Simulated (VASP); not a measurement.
Here is a VASP 6.6.1 calculation.

The input INCAR:

```
PREC = Accurate ; ENCUT = 520
EDIFF = 1E-6 ; ISMEAR = 0
SIGMA = 0.05 ; LREAL = False
LASPH = True ; NELM = 60
ALGO = Normal ; ISIF = 2
LWAVE = False ; LCHARG = True
GGA = PS ; LELF = True
LVHAR = True ; NBANDS = 11
```

File KPOINTS:

```
Automatic mesh
0
Gamma
  22 22 22
```

POSCAR

```
SiC
1.0
    0.0000000000      1.7382601239      1.7382601239
    1.7382601239      0.0000000000      1.7382601239
    1.7382601239      1.7382601239      0.0000000000
C Si
1 1
Direct
    0.0000000000      0.0000000000      0.0000000000
    0.5000000000      0.5000000000      0.5000000000
```

Potentials or basis: VASP PAW PBE potentials, release 64 (C, Si).

Run with:

```sh
$ cat potpaw_PBE.64/C/POTCAR potpaw_PBE.64/Si/POTCAR > POTCAR
$ mpirun -np 1 vasp_std > vasp.out
```

Q: What does it give for the band gap on the k mesh?

A: Zero (band 4 reaches 20.73 eV, above the bottom of band 5 at 20.53 eV).

Q: Predict the pressure.

A: 293.8 GPa.

Caveat: the PAW data sets were made with another functional, which shifts forces and pressure a little.
